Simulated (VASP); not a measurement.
# Zr2HS4 in VASP: notebook

Runs on Zr2HS4. Level: PBE+D3(BJ). Tasks: single point.

All numbers are computed with VASP 6.6.1; they aren't measurements. Logs are shortened: lines on timing, memory, paths and dates and some standing lists are left out, and cuts for length are marked.

### 1 The cell of the first run

The cell holds a slab with vacuum, 14 atoms: a = 7.298 Å, b = 7.298 Å, c = 20.917 Å, α = 90.00°, β = 90.00°, γ = 120.00°.

### 2 Single point, PBE+D3(BJ)

INCAR

```
PREC = Accurate ; ENCUT = 400
EDIFF = 1E-6 ; ISMEAR = 0
SIGMA = 0.05 ; LREAL = F
LASPH = T ; NELM = 120
ALGO = Normal ; ISIF = 2
LWAVE = F ; LCHARG = F
LDIPOL = T ; IDIPOL = 3
DIPOL = 0.5 0.5 0.283 ; GGA = PE
IVDW = 12 ; NBANDS = 62
GGA_COMPAT = F ; NELMDL = -8
```

KPOINTS

```
Automatic mesh
0
Gamma
  6 6 1
```

POSCAR

```
Zr2HS4
1.0
    7.2976778227      0.0000000000      0.0000000000
   -3.6488389114      6.3199743831      0.0000000000
    0.0000000000      0.0000000000     20.9171506047
S Zr H
8 4 2
Direct
    0.3333333333      0.1666666667      0.1912306354
    0.3333333333      0.6666666667      0.1912306354
    0.8333333333      0.1666666667      0.1912306354
    0.8333333333      0.6666666667      0.1912306354
    0.1666666667      0.3333333333      0.3306927762
    0.1666666667      0.8333333333      0.3306927762
    0.6666666667      0.3333333333      0.3306927762
    0.6666666667      0.8333333333      0.3306927762
    0.0000000000      0.0000000000      0.2609617058
    0.0000000000      0.5000000000      0.2609617058
    0.5000000000      0.0000000000      0.2609617058
    0.5000000000      0.5000000000      0.2609617058
    0.2866163718      0.7133836282      0.4134000260
    0.3800502948      0.6199497052      0.4134000260
```

Potentials or basis: VASP PAW PBE potentials, release 64 (S, Zr_sv, H).

Launch:

```console
cat potpaw_PBE.64/S/POTCAR potpaw_PBE.64/Zr_sv/POTCAR potpaw_PBE.64/H/POTCAR > POTCAR
mpirun -np 1 vasp_std > vasp.out
```

OUTCAR:

```text
PREC = Accurate
   ENCUT = 400
   EDIFF = 1E-6
   ISMEAR = 0
   LREAL = F
   LASPH = T
   NELM = 120
   ISIF = 2
   GGA = PE
   IVDW = 12
   NELMDL = -8
 IVDW          = 12

 ion  position               nearest neighbor table
   1  0.333  0.167  0.191-   9 2.56  12 2.56  11 2.56
   2  0.333  0.667  0.191-  10 2.56  11 2.56  12 2.56
   3  0.833  0.167  0.191-  11 2.56  10 2.56   9 2.56
   4  0.833  0.667  0.191-  12 2.56   9 2.56  10 2.56
   5  0.167  0.333  0.331-  12 2.56   9 2.56  10 2.56
   6  0.167  0.833  0.331-  11 2.56  10 2.56   9 2.56
   7  0.667  0.333  0.331-  10 2.56  11 2.56  12 2.56
   8  0.667  0.833  0.331-   9 2.56  12 2.56  11 2.56
   9  0.000  0.000  0.261-   1 2.56   8 2.56   5 2.56   4 2.56   6 2.56   3 2.56  12 3.65  12 3.65
                            11 3.65  11 3.65  10 3.65  10 3.65
  10  0.000  0.500  0.261-   2 2.56   7 2.56   6 2.56   3 2.56   4 2.56   5 2.56  11 3.65  11 3.65
                            12 3.65  12 3.65   9 3.65   9 3.65
  11  0.500  0.000  0.261-   3 2.56   6 2.56   2 2.56   7 2.56   1 2.56   8 2.56  10 3.65  10 3.65
                             9 3.65   9 3.65  12 3.65  12 3.65
  12  0.500  0.500  0.261-   4 2.56   5 2.56   1 2.56   8 2.56   7 2.56   2 2.56   9 3.65   9 3.65
                            10 3.65  10 3.65  11 3.65  11 3.65
  13  0.287  0.713  0.413-
  14  0.380  0.620  0.413-

  LATTYP: Found a hexagonal cell.
 ALAT       =     7.2976778227
 C/A-ratio  =     2.8662748771

  Lattice vectors:

 A1 = (   7.2976778227,   0.0000000000,   0.0000000000)
 A2 = (  -3.6488389114,   6.3199743831,   0.0000000000)
 A3 = (   0.0000000000,   0.0000000000,  20.9171506047)

Analysis of symmetry for initial positions (statically):
=====================================================================
 Subroutine PRICEL returns:
 Original cell was already a primitive cell.

 Routine SETGRP: Setting up the symmetry group for a
 hexagonal supercell.

 Subroutine GETGRP returns: Found  2 space group operations
 (whereof  2 operations were pure point group operations)
 out of a pool of 24 trial point group operations.

The static configuration has the point symmetry C_1h.

Analysis of symmetry for dynamics (positions and initial velocities):
=====================================================================
 Subroutine PRICEL returns:
[... 139 lines left out ...]
   IMIX   =      4    mixing-type and parameters
     AMIX     =   0.40;   BMIX     =  1.00
     AMIX_MAG =   1.60;   BMIX_MAG =  1.00
  volume/ion in A,a.u.               =      68.91       465.02
  Fermi-wavevector in a.u.,A,eV,Ry     =   0.763864  1.443494  7.938838  0.583488
  Thomas-Fermi vector in A             =   1.863639
   LORBIT       =      0    0 simple, 1 ext, 2 COOP (PROOUT), +10 PAW based schemes
   GGA     = PE    functional components
   LHFCALC =     F    Hartree Fock is set to
   AEXX    =    0.0000 exact exchange contribution
   IVDW    =    12    specifies the selected vdW correction
   LEPSILON=     F    determine dielectric tensor
   LRPA    =     F    only Hartree local field effects (RPA)
 non-spin polarized calculation
 Gauss-broadening in eV      SIGMA  =   0.05
  energy-cutoff  :      400.00
  volume of cell :      964.72
 maximum number of plane-waves:     17598
   NGX = 23   NGY = 23   NGZ = 69

 dipolmoment           0.000000      0.000000     -0.000028 electrons x Angstroem

 number of electron      98.0000015 magnetization

 dipolmoment           0.000000      0.000000      0.015702 electrons x Angstroem

 Free energy of the ion-electron system (eV)
  ---------------------------------------------------
  ext. energy  EPLUGINS =         0.00000000
  ---------------------------------------------------
  free energy    TOTEN  =       -90.84300395 eV

  energy without entropy =      -90.84300395  energy(sigma->0) =      -90.84300395

 E-fermi :  -3.0357     XC(G=0):  -3.2802

 val. band max:       -3.3203845592   @ k =   0.0000   0.0000   0.0000
 cond. band min:      -2.2175574079   @ k =   0.0000   0.0000   0.0000
 fundamental gap:      1.1028271514
 Fermi energy:        -3.0356674355

 k-point     1 :       0.0000    0.0000    0.0000
  band No.  band energies     occupation
      1     -52.1433      2.00000
      2     -52.1256      2.00000
      3     -52.1204      2.00000
      4     -52.1197      2.00000
      5     -30.3290      2.00000
      6     -30.3262      2.00000
[... 821 lines left out ...]
     60       0.2580      0.00000
     61       0.2904      0.00000
 [bands above 61 left out]

------------------------ aborting loop because EDIFF is reached ----------------------------------------

 vacuum level on the upper side and lower side of the slab       (xc-potential included)        -0.066        -0.111

 Edisp (eV)   -3.13651

 E8    (eV) :    -1.3937

  FORCE on cell =-STRESS in cart. coord.  units (eV):
  Direction    XX          YY          ZZ          XY          YZ          ZX
  --------------------------------------------------------------------------------------
  -------------------------------------------------------------------------------------
  Total      -4.10105    -1.44360     0.62735     2.30142     0.15466    -0.26789
  in kB      -6.81088    -2.39747     1.04189     3.82212     0.25686    -0.44489
  external pressure =       -2.72 kB  Pullay stress =        0.00 kB

 VOLUME and BASIS-vectors are now :
 -----------------------------------------------------------------------------
  energy-cutoff  :      400.00
  volume of cell :      964.72
      direct lattice vectors                 reciprocal lattice vectors
     7.297677823  0.000000000  0.000000000     0.137029891  0.079114245  0.000000000
    -3.648838911  6.319974383  0.000000000     0.000000000  0.158228489  0.000000000
     0.000000000  0.000000000 20.917150605     0.000000000  0.000000000  0.047807659

 POSITION                                       TOTAL-FORCE (eV/Angst)
 -----------------------------------------------------------------------------------
      1.82442      1.05333      4.00000         0.001956      0.000143     -0.026140
     -0.00000      4.21332      4.00000        -0.012332      0.007120      0.027185
      5.47326      1.05333      4.00000         0.005764     -0.003328     -0.031415
      3.64884      4.21332      4.00000         0.000854     -0.001766     -0.026140
      0.00000      2.10666      6.91715        -0.019957     -0.060110     -0.094084
     -1.82442      5.26665      6.91715         0.042318     -0.024432      0.083657
      3.64884      2.10666      6.91715        -0.001633      0.000943      0.042607
      1.82442      5.26665      6.91715         0.042078      0.047338     -0.094084
      0.00000      0.00000      5.45858        -0.077592      0.044798     -0.050276
     -1.82442      3.15999      5.45858         0.057752     -0.057391     -0.030610
      3.64884      0.00000      5.45858         0.078578     -0.021319     -0.030610
      1.82442      3.15999      5.45858        -0.003280      0.001894     -0.058661
     -0.51139      4.50857      8.64715         3.636113     -2.099311      0.103378
      0.51139      3.91807      8.64715        -3.750620      2.165422      0.185191
 -----------------------------------------------------------------------------------
    total drift:                               -0.000004      0.000002      0.000661

  FREE ENERGIE OF THE ION-ELECTRON SYSTEM (eV)
  ---------------------------------------------------
  free  energy   TOTEN  =       -93.9795154097 eV

  energy  without entropy=      -93.9795154097  energy(sigma->0) =      -93.97951541

 vacuum level on the upper side and lower side of the slab         3.099         3.055
```

stdout:

```text
POSCAR found type information on POSCAR S ZrH
 POSCAR found :  3 types and      14 ions
 scaLAPACK will be used
 LDA part: xc-table for (Slater+PW92), standard interpolation
 POSCAR, INCAR and KPOINTS ok, starting setup
 FFT: planning ... GRIDC
 FFT: planning ... GRID_SOFT
 FFT: planning ... GRID
 WAVECAR not read
 entering main loop
```

Run time: 25 min. Hardware: 1 thread of Intel Xeon Platinum 8259CL at 2.50GHz (Skylake/Cascade Lake), shared host; peak memory 0.89 GiB.

Results:

```yaml
Free_energy: -93.9795 eV
Largest_force: 4.335 eV/Å
Band_gap_on_the_k_mesh: 1.10 eV
Dispersion_energy_per_atom: -0.224 eV
```

Forces in eV/Å, atoms in the order of the input:
```
S    0.002  0.000 -0.026
S   -0.012  0.007  0.027
S    0.006 -0.003 -0.031
S    0.001 -0.002 -0.026
S   -0.020 -0.060 -0.094
S    0.042 -0.024  0.084
S   -0.002  0.001  0.043
S    0.042  0.047 -0.094
Zr  -0.078  0.045 -0.050
Zr   0.058 -0.057 -0.031
Zr   0.079 -0.021 -0.031
Zr  -0.003  0.002 -0.059
H    3.636 -2.099  0.103
H   -3.751  2.165  0.185
```

### 3 Single point, PBE+D3(BJ)

INCAR

```
ALGO = Normal
DIPOL = 0.5 0.5 0.274
EDIFF = 1E-6
ENCUT = 400
GGA = PE
GGA_COMPAT = False
IDIPOL = 3
ISIF = 2
ISMEAR = 0
IVDW = 12
LASPH = True
LCHARG = True
LDIPOL = True
LELF = True
LREAL = False
LVACPOTAV = True
LVHAR = True
LWAVE = False
NBANDS = 62
NELM = 120
NELMDL = -8
PREC = Accurate
SIGMA = 0.05
```

KPOINTS

```
k-points
0
Gamma
  6 6 1
```

Edit POSCAR of step 2 so:

```diff
@@ -20,3 +20,3 @@
     0.5000000000      0.5000000000      0.2609617058
-    0.2866163718      0.7133836282      0.4134000260
-    0.3800502948      0.6199497052      0.4134000260
+    0.2601922141      0.7398077859      0.3522062227
+    0.4064744526      0.5935255474      0.3522062227
```

Potentials or basis: VASP PAW PBE potentials, release 64 (S, Zr_sv, H).

Launch:

```console
cat potpaw_PBE.64/S/POTCAR potpaw_PBE.64/Zr_sv/POTCAR potpaw_PBE.64/H/POTCAR > POTCAR
mpirun -np 1 vasp_std > vasp.out
```

OUTCAR:

```text
EDIFF = 1E-6
   ENCUT = 400
   GGA = PE
   ISIF = 2
   ISMEAR = 0
   IVDW = 12
   LASPH = True
   LREAL = False
   NELM = 120
   NELMDL = -8
   PREC = Accurate
 IVDW          = 12

 ion  position               nearest neighbor table
   1  0.333  0.167  0.191-   9 2.56  12 2.56  11 2.56
   2  0.333  0.667  0.191-  10 2.56  11 2.56  12 2.56
   3  0.833  0.167  0.191-  11 2.56  10 2.56   9 2.56
   4  0.833  0.667  0.191-  12 2.56   9 2.56  10 2.56
   5  0.167  0.333  0.331-  12 2.56   9 2.56  10 2.56
   6  0.167  0.833  0.331-  13 1.26  11 2.56  10 2.56   9 2.56
   7  0.667  0.333  0.331-  10 2.56  11 2.56  12 2.56
   8  0.667  0.833  0.331-   9 2.56  12 2.56  11 2.56
   9  0.000  0.000  0.261-   1 2.56   8 2.56   5 2.56   4 2.56   6 2.56   3 2.56  12 3.65  12 3.65
                            11 3.65  11 3.65  10 3.65  10 3.65
  10  0.000  0.500  0.261-   2 2.56   7 2.56   6 2.56   3 2.56   4 2.56   5 2.56  11 3.65  11 3.65
                            12 3.65  12 3.65   9 3.65   9 3.65
  11  0.500  0.000  0.261-   3 2.56   6 2.56   2 2.56   7 2.56   1 2.56   8 2.56  10 3.65  10 3.65
                             9 3.65   9 3.65  12 3.65  12 3.65
  12  0.500  0.500  0.261-  14 2.25   5 2.56   4 2.56   8 2.56   1 2.56   2 2.56   7 2.56   9 3.65
                             9 3.65  10 3.65  10 3.65  11 3.65  11 3.65
  13  0.260  0.740  0.352-   6 1.26
  14  0.406  0.594  0.352-  12 2.25

  LATTYP: Found a hexagonal cell.
 ALAT       =     7.2976778227
 C/A-ratio  =     2.8662748771

  Lattice vectors:

 A1 = (   7.2976778227,   0.0000000000,   0.0000000000)
 A2 = (  -3.6488389114,   6.3199743831,   0.0000000000)
 A3 = (   0.0000000000,   0.0000000000,  20.9171506047)

Analysis of symmetry for initial positions (statically):
=====================================================================
 Subroutine PRICEL returns:
 Original cell was already a primitive cell.

 Routine SETGRP: Setting up the symmetry group for a
 hexagonal supercell.

 Subroutine GETGRP returns: Found  2 space group operations
 (whereof  2 operations were pure point group operations)
 out of a pool of 24 trial point group operations.

The static configuration has the point symmetry C_1h.

Analysis of symmetry for dynamics (positions and initial velocities):
=====================================================================
 Subroutine PRICEL returns:
 Original cell was already a primitive cell.

 Routine SETGRP: Setting up the symmetry group for a
 hexagonal supercell.

 Subroutine GETGRP returns: Found  2 space group operations
 (whereof  2 operations were pure point group operations)
 out of a pool of 24 trial point group operations.

The dynamic configuration has the point symmetry C_1h.

 Subroutine INISYM returns: Found  2 space group operations
 (whereof  2 operations are pure point group operations),
 and found     1 'primitive' translations

----------------------------------------------------------------------------------------

                                     Primitive cell

  volume of cell :     964.7228

  direct lattice vectors                    reciprocal lattice vectors
     7.297677823  0.000000000  0.000000000     0.137029891  0.079114245  0.000000000
    -3.648838911  6.319974383  0.000000000     0.000000000  0.158228489  0.000000000
     0.000000000  0.000000000 20.917150605     0.000000000  0.000000000  0.047807659

[... 87 lines left out ...]
   ISTART =      0    job   : 0-new  1-cont  2-samecut
   ICHARG =      2    charge: 1-file 2-atom 10-const
   ISPIN  =      1    spin polarized calculation?
   LNONCOLLINEAR =      F non collinear calculations
   LSORBIT =      F    spin-orbit coupling
   LASPH  =      T    aspherical Exc in radial PAW
   ENCUT  =  400.0 eV  29.40 Ry    5.42 a.u.  11.90 11.90 34.11*2*pi/ulx,y,z
   NELM   =    120;   NELMIN=  2; NELMDL= -8     # of ELM steps
   EDIFF  = 0.1E-05   stopping-criterion for ELM
   LREAL  =      F    real-space projection
   EDIFFG = 0.1E-04   stopping-criterion for IOM
   NSW    =      0    number of steps for IOM
   IBRION =     -1    ionic relax: 0-MD 1-quasi-New 2-CG
   NFREE  =      0    steps in history (QN), initial steepest desc. (CG)
   ISIF   =      2    stress and relaxation
   ISYM   =      2    0-nonsym 1-usesym 2-fastsym
   POTIM  = 0.5000    time-step for ionic-motion
   TEBEG  =    0.0;   TEEND  =   0.0 temperature during run
   PSTRESS=    0.0 pullay stress
   NELECT =      98.0000    total number of electrons
   NUPDOWN=      -1.0000    fix difference up-down
   EMIN   =  10.00;   EMAX   =-10.00  energy-range for DOS
   EFERMI =   0.00;   METHOD = LEGACY
   ISMEAR =     0;   SIGMA  =   0.05  broadening in eV -4-tet -1-fermi 0-gaus
   EFERMI_NEDOS =   21; number of points for ismear=-14 and -15
   IALGO  =     38    algorithm
   IMIX   =      4    mixing-type and parameters
     AMIX     =   0.40;   BMIX     =  1.00
     AMIX_MAG =   1.60;   BMIX_MAG =  1.00
  volume/ion in A,a.u.               =      68.91       465.02
  Fermi-wavevector in a.u.,A,eV,Ry     =   0.763864  1.443494  7.938838  0.583488
  Thomas-Fermi vector in A             =   1.863639
   LORBIT       =      0    0 simple, 1 ext, 2 COOP (PROOUT), +10 PAW based schemes
   GGA     = PE    functional components
   LHFCALC =     F    Hartree Fock is set to
   AEXX    =    0.0000 exact exchange contribution
   IVDW    =    12    specifies the selected vdW correction
   LEPSILON=     F    determine dielectric tensor
   LRPA    =     F    only Hartree local field effects (RPA)
 non-spin polarized calculation
 Gauss-broadening in eV      SIGMA  =   0.05
  energy-cutoff  :      400.00
  volume of cell :      964.72
 maximum number of plane-waves:     17598
   NGX = 23   NGY = 23   NGZ = 69

 number of electron      98.0000013 magnetization

 dipolmoment           0.000000      0.000000     -0.218280 electrons x Angstroem

 Free energy of the ion-electron system (eV)
  ---------------------------------------------------
  ext. energy  EPLUGINS =         0.00000000
  ---------------------------------------------------
  free energy    TOTEN  =       -89.00600147 eV

  energy without entropy =      -88.99846212  energy(sigma->0) =      -89.00223180

 E-fermi :  -1.7736     XC(G=0):  -3.2011

 val. band max:       -1.8120277976   @ k =   0.1667   0.1667   0.0000
 cond. band min:      -1.7620104051   @ k =   0.1667   0.0000   0.0000
 fundamental gap:      0.0500173925
 Fermi energy:        -1.7735783614

 k-point     1 :       0.0000    0.0000    0.0000
  band No.  band energies     occupation
      1     -51.6694      2.00000
      2     -51.6532      2.00000
      3     -51.6517      2.00000
      4     -51.5898      2.00000
      5     -29.9338      2.00000
      6     -29.8913      2.00000
[... 821 lines left out ...]
     60       0.5274      0.00000
     61       0.5768      0.00000
 [bands above 61 left out]

------------------------ aborting loop because EDIFF is reached ----------------------------------------

 Edisp (eV)   -3.13181

 E8    (eV) :    -1.3956

  FORCE on cell =-STRESS in cart. coord.  units (eV):
  Direction    XX          YY          ZZ          XY          YZ          ZX
  --------------------------------------------------------------------------------------
  -------------------------------------------------------------------------------------
  Total       1.82318     0.25435     5.92878    -1.35864    -0.52996     0.91792
  in kB       3.02787     0.42242     9.84631    -2.25639    -0.88014     1.52445
  external pressure =        4.43 kB  Pullay stress =        0.00 kB

 VOLUME and BASIS-vectors are now :
 -----------------------------------------------------------------------------
  energy-cutoff  :      400.00
  volume of cell :      964.72
      direct lattice vectors                 reciprocal lattice vectors
     7.297677823  0.000000000  0.000000000     0.137029891  0.079114245  0.000000000
    -3.648838911  6.319974383  0.000000000     0.000000000  0.158228489  0.000000000
     0.000000000  0.000000000 20.917150605     0.000000000  0.000000000  0.047807659

 POSITION                                       TOTAL-FORCE (eV/Angst)
 -----------------------------------------------------------------------------------
      1.82442      1.05333      4.00000        -0.095720     -0.126788      0.040599
     -0.00000      4.21332      4.00000        -0.087409      0.050466      0.007138
      5.47326      1.05333      4.00000         0.198203     -0.114433      0.016785
      3.64884      4.21332      4.00000         0.061941      0.146290      0.040599
      0.00000      2.10666      6.91715        -0.562401      0.338859      1.239418
     -1.82442      5.26665      6.91715        -2.276395      1.314277      0.712634
      3.64884      2.10666      6.91715         0.027114     -0.015654      0.392300
      1.82442      5.26665      6.91715        -0.574661      0.317624      1.239418
      0.00000      0.00000      5.45858        -0.534259      0.308455     -1.470920
     -1.82442      3.15999      5.45858        -0.426808     -1.200815     -1.240245
      3.64884      0.00000      5.45858         0.826532      0.970034     -1.240245
      1.82442      3.15999      5.45858         0.315086     -0.181915     -0.343569
     -0.80064      4.67557      7.36715         2.219672     -1.281528      1.452923
      0.80064      3.75107      7.36715         0.909105     -0.524872     -0.846837
 -----------------------------------------------------------------------------------
    total drift:                               -0.000116      0.000067      0.000610

  FREE ENERGIE OF THE ION-ELECTRON SYSTEM (eV)
  ---------------------------------------------------
  free  energy   TOTEN  =       -92.1378070083 eV

  energy  without entropy=      -92.1302676507  energy(sigma->0) =      -92.13403733

 vacuum level on the upper side and lower side of the slab         2.667         3.524
```

It took 28 min on 1 thread of Intel Xeon Platinum 8375C at 2.90GHz (Ice Lake), shared host; peak memory 0.91 GiB.

Results:

```yaml
Free_energy: -92.1378 eV
Largest_force: 2.946 eV/Å
Band_gap_on_the_k_mesh: zero (bands 49 and 50 overlap by 0.41 eV)
Dispersion_energy_per_atom: -0.224 eV
```

Forces in eV/Å, atoms in the order of the input:
```
S   -0.096 -0.127  0.041
S   -0.087  0.050  0.007
S    0.198 -0.114  0.017
S    0.062  0.146  0.041
S   -0.562  0.339  1.239
S   -2.276  1.314  0.713
S    0.027 -0.016  0.392
S   -0.575  0.318  1.239
Zr  -0.534  0.308 -1.471
Zr  -0.427 -1.201 -1.240
Zr   0.827  0.970 -1.240
Zr   0.315 -0.182 -0.344
H    2.220 -1.282  1.453
H    0.909 -0.525 -0.847
```

The gap in the log of VASP goes by the Fermi energy; the results here count the filled bands.